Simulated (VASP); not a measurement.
# BaO (Fm-3m) in VASP: further runs

Runs on BaO. Level: PBE. Tasks: single point.

Everything below comes from runs of VASP 6.6.1. Logs are shortened: lines on timing, memory, paths and dates and some standing lists are left out, and cuts for length are marked.

## 1. The cell of the first run

It takes space group Fm-3m (No. 225, cubic). The conventional cell has a = 5.539 Å, b = 5.539 Å, c = 5.539 Å, α = 90.00°, β = 90.00°, γ = 90.00°. Ba (site symmetry m-3m) has 6 O at 2.77 Å within 3.7 Å. Within 3.7 Å of O (site symmetry m-3m) lie 6 Ba at 2.77 Å.

## 2. Single point, PBE

The input, INCAR:

```
SYSTEM = BaO
PREC = Accurate
ENCUT = 600
EDIFF = 1E-6
ISMEAR = 0
SIGMA = 0.1
LREAL = .False.
LASPH = .True.
NELM = 120
ALGO = Normal
ISIF = 2
LWAVE = .False.
LCHARG = .True.
GGA = PE
LELF = .True.
LVHAR = .True.
NBANDS = 15
GGA_COMPAT = .False.
```

The input, KPOINTS:

```
regular mesh
0
Gamma
  6 6 6
  0 0 0
```

The input, POSCAR:

```
BaO
1.0
    0.0000000000      2.7695000000      2.7695000000
    2.7695000000      0.0000000000      2.7695000000
    2.7695000000      2.7695000000      0.0000000000
Ba O
1 1
Direct
    0.0000000000      0.0000000000      0.0000000000
    0.5000000000      0.5000000000      0.5000000000
```

Potentials or basis: VASP PAW PBE potentials, release 64 (Ba_sv, O).

Run with:

```
$ cat potpaw_PBE.64/Ba_sv/POTCAR potpaw_PBE.64/O/POTCAR > POTCAR
$ mpirun -np 1 vasp_std > vasp.out
```

OUTCAR:

```text
SYSTEM = BaO
   PREC = Accurate
   ENCUT = 600
   EDIFF = 1E-6
   ISMEAR = 0
   LREAL = .False.
   LASPH = .True.
   NELM = 120
   ISIF = 2
   GGA = PE

 ion  position               nearest neighbor table
   1  0.000  0.000  0.000-   2 2.77   2 2.77   2 2.77   2 2.77   2 2.77   2 2.77
   2  0.500  0.500  0.500-   1 2.77   1 2.77   1 2.77   1 2.77   1 2.77   1 2.77

  LATTYP: Found a face centered cubic cell.
 ALAT       =     5.5390000000

  Lattice vectors:

 A1 = (   0.0000000000,   2.7695000000,   2.7695000000)
 A2 = (   2.7695000000,   0.0000000000,   2.7695000000)
 A3 = (   2.7695000000,   2.7695000000,   0.0000000000)

Analysis of symmetry for initial positions (statically):
=====================================================================
 Subroutine PRICEL returns:
 Original cell was already a primitive cell.

 Routine SETGRP: Setting up the symmetry group for a
 face centered cubic supercell.

 Subroutine GETGRP returns: Found 48 space group operations
 (whereof 48 operations were pure point group operations)
 out of a pool of 48 trial point group operations.

The static configuration has the point symmetry O_h .

Analysis of symmetry for dynamics (positions and initial velocities):
=====================================================================
 Subroutine PRICEL returns:
 Original cell was already a primitive cell.

 Routine SETGRP: Setting up the symmetry group for a
 face centered cubic supercell.

 Subroutine GETGRP returns: Found 48 space group operations
 (whereof 48 operations were pure point group operations)
 out of a pool of 48 trial point group operations.

The dynamic configuration has the point symmetry O_h .

 Subroutine INISYM returns: Found 48 space group operations
 (whereof 48 operations are pure point group operations),
 and found     1 'primitive' translations

----------------------------------------------------------------------------------------

                                     Primitive cell

  volume of cell :      42.4849

  direct lattice vectors                    reciprocal lattice vectors
     0.000000000  2.769500000  2.769500000    -0.180538003  0.180538003  0.180538003
     2.769500000  0.000000000  2.769500000     0.180538003 -0.180538003  0.180538003
     2.769500000  2.769500000  0.000000000     0.180538003  0.180538003 -0.180538003

  length of vectors
     3.916664461  3.916664461  3.916664461     0.312700994  0.312700994  0.312700994

  position of ions in fractional coordinates (direct lattice)
     0.000000000  0.000000000  0.000000000
     0.500000000  0.500000000  0.500000000
[... 79 lines left out ...]
   NELECT =      16.0000    total number of electrons
   NUPDOWN=      -1.0000    fix difference up-down
   EMIN   =  10.00;   EMAX   =-10.00  energy-range for DOS
   EFERMI =   0.00;   METHOD = LEGACY
   ISMEAR =     0;   SIGMA  =   0.10  broadening in eV -4-tet -1-fermi 0-gaus
   EFERMI_NEDOS =   21; number of points for ismear=-14 and -15
   IALGO  =     38    algorithm
   IMIX   =      4    mixing-type and parameters
     AMIX     =   0.40;   BMIX     =  1.00
     AMIX_MAG =   1.60;   BMIX_MAG =  1.00
  volume/ion in A,a.u.               =      21.24       143.35
  Fermi-wavevector in a.u.,A,eV,Ry     =   1.182234  2.234098 19.016554  1.397677
  Thomas-Fermi vector in A             =   2.318492
   LORBIT       =      0    0 simple, 1 ext, 2 COOP (PROOUT), +10 PAW based schemes
   GGA     = PE    functional components
   LHFCALC =     F    Hartree Fock is set to
   AEXX    =    0.0000 exact exchange contribution
   IVDW    =     0    specifies the selected vdW correction
   LEPSILON=     F    determine dielectric tensor
   LRPA    =     F    only Hartree local field effects (RPA)
 non-spin polarized calculation
 Gauss-broadening in eV      SIGMA  =   0.10
  energy-cutoff  :      600.00
  volume of cell :       42.48
 maximum number of plane-waves:      1435
   NGX = 15   NGY = 15   NGZ = 15

 number of electron      15.9999999 magnetization

 Free energy of the ion-electron system (eV)
  ---------------------------------------------------
  ext. energy  EPLUGINS =         0.00000000
  ---------------------------------------------------
  free energy    TOTEN  =       -11.79449817 eV

  energy without entropy =      -11.79449817  energy(sigma->0) =      -11.79449817

 E-fermi :   2.2918     XC(G=0):  -9.6196

 val. band max:        1.8763556345   @ k =   0.5000   0.5000   0.0000
 cond. band min:       3.8515367630   @ k =   0.5000   0.5000   0.0000
 fundamental gap:      1.9751811285
 Fermi energy:         2.2918205860

 k-point     1 :       0.0000    0.0000    0.0000
  band No.  band energies     occupation
      1     -24.0362      2.00000
      2     -13.1412      2.00000
      3      -8.5485      2.00000
      4      -8.5485      2.00000
      5      -8.5485      2.00000
      6       1.5341      2.00000
      7       1.5341      2.00000
      8       1.5341      2.00000
      9       5.4215      0.00000
     10       6.5590      0.00000
     11       6.5590      0.00000
     12       6.5590      0.00000
     13       8.8249      0.00000
     14       8.8249      0.00000
[... 257 lines left out ...]
      2     -13.4640      2.00000
      3      -9.8211      2.00000
      4      -9.3760      2.00000
      5      -8.7483      2.00000
      6       0.8191      2.00000
      7       1.6376      2.00000
      8       1.7581      2.00000
      9       5.1490      0.00000
     10       8.0677      0.00000
     11       8.5394      0.00000
     12      11.3952      0.00000
     13      11.6182      0.00000
     14      13.9535      0.00000
     15      14.2147      0.00000

------------------------ aborting loop because EDIFF is reached ----------------------------------------

  FORCE on cell =-STRESS in cart. coord.  units (eV):
  Direction    XX          YY          ZZ          XY          YZ          ZX
  --------------------------------------------------------------------------------------
  -------------------------------------------------------------------------------------
  Total        0.7918765      0.7918765      0.7918765     -0.0000000     -0.0000000      0.0000000
  in kB       29.8630350     29.8630350     29.8630350     -0.0000000     -0.0000000      0.0000000
  external PRESSURE =      29.8630350 kB  Pullay stress =       0.0000000 kB

 VOLUME and BASIS-vectors are now :
 -----------------------------------------------------------------------------
  energy-cutoff  :      600.00
  volume of cell :       42.48
      direct lattice vectors                 reciprocal lattice vectors
     0.000000000  2.769500000  2.769500000    -0.180538003  0.180538003  0.180538003
     2.769500000  0.000000000  2.769500000     0.180538003 -0.180538003  0.180538003
     2.769500000  2.769500000  0.000000000     0.180538003  0.180538003 -0.180538003

 POSITION                                       TOTAL-FORCE (eV/Angst)
 -----------------------------------------------------------------------------------
      0.00000      0.00000      0.00000         0.000000      0.000000      0.000000
      2.76950      2.76950      2.76950        -0.000000     -0.000000     -0.000000
 -----------------------------------------------------------------------------------
    total drift:                                0.000000     -0.000000      0.000000

  FREE ENERGIE OF THE ION-ELECTRON SYSTEM (eV)
  ---------------------------------------------------
  free  energy   TOTEN  =       -11.7944981733 eV

  energy  without entropy=      -11.7944981732  energy(sigma->0) =      -11.79449817
```

Run time: 19 s. Hardware: 1 thread of Intel Xeon 8259CL, shared host; peak memory 0.18 GiB.

What came out:

* Free energy: -11.7945 eV
* Pressure: 3.0 GPa
* Band gap on the k mesh: 1.98 eV

Caveat: spin-orbit coupling is left out, which moves the levels of the heavy elements. A k mesh can miss the band edges.

## 3. Single point, PBE

This run uses another cell than the first one, of 21.65 Å³/atom.

The input, INCAR:

```
SYSTEM = BaO
PREC     = Accurate       ! precision mode
ENCUT    = 600            ! plane-wave cutoff, eV
EDIFF    = 1E-6           ! SCF threshold, eV
ISMEAR   = 0              ! smearing method
SIGMA    = 0.02           ! smearing width, eV
LREAL    = .FALSE.        ! projectors in reciprocal space
LASPH    = .TRUE.         ! aspherical terms in the spheres
NELM     = 120            ! most SCF steps
ALGO     = Normal         ! electronic algorithm
ISIF     = 2              ! what is computed and relaxed
LWAVE    = .FALSE.        ! write WAVECAR
LCHARG   = .TRUE.         ! write CHGCAR
GGA      = PE             ! functional
LELF     = .TRUE.         ! ELF
LVHAR    = .TRUE.       
NBANDS   = 15             ! bands
GGA_COMPAT= .FALSE.
```

The input, KPOINTS:

```
regular mesh
0
G
  8 8 8
  0 0 0
```

The input, POSCAR:

```
BaO
1.0
    0.0000000000      2.7870313504      2.7870313504
    2.7870313504      0.0000000000      2.7870313504
    2.7870313504      2.7870313504      0.0000000000
Ba O
1 1
Direct
    0.0000000000      0.0000000000      0.0000000000
    0.5000000000      0.5000000000      0.5000000000
```

Potentials or basis: VASP PAW PBE potentials, release 64 (Ba_sv, O).

Run with:

```
$ cat potpaw_PBE.64/Ba_sv/POTCAR potpaw_PBE.64/O/POTCAR > POTCAR
$ mpirun -np 1 vasp_std > vasp.out
```

It took 31 s on 1 thread of Intel Xeon 8259CL, shared host; peak memory 0.19 GiB.

It converged, with:

* Free energy: -11.8066 eV
* Pressure: 1.5 GPa
* Band gap on the k mesh: 2.04 eV

Levels at points of the mesh, in eV from the valence-band top:
```csv
k point,band 4,band 5,band 6,band 7,band 8,band 9,band 10,band 11,band 12,band 13
"(0.00, 0.00, 0.00)",-10.46,-10.46,-0.29,-0.29,-0.29,3.47,4.69,4.69,4.69,6.91
"(0.50, 0.00, 0.00)",-10.58,-10.58,-1.92,-1.39,-1.39,4.91,7.10,7.10,8.08,10.35
"(0.50, 0.50, 0.00)",-11.01,-11.01,-0.13,-0.13,0.00,2.04,5.90,8.80,9.28,9.61
```

Caveat: spin-orbit coupling is left out, which moves the levels of the heavy elements.
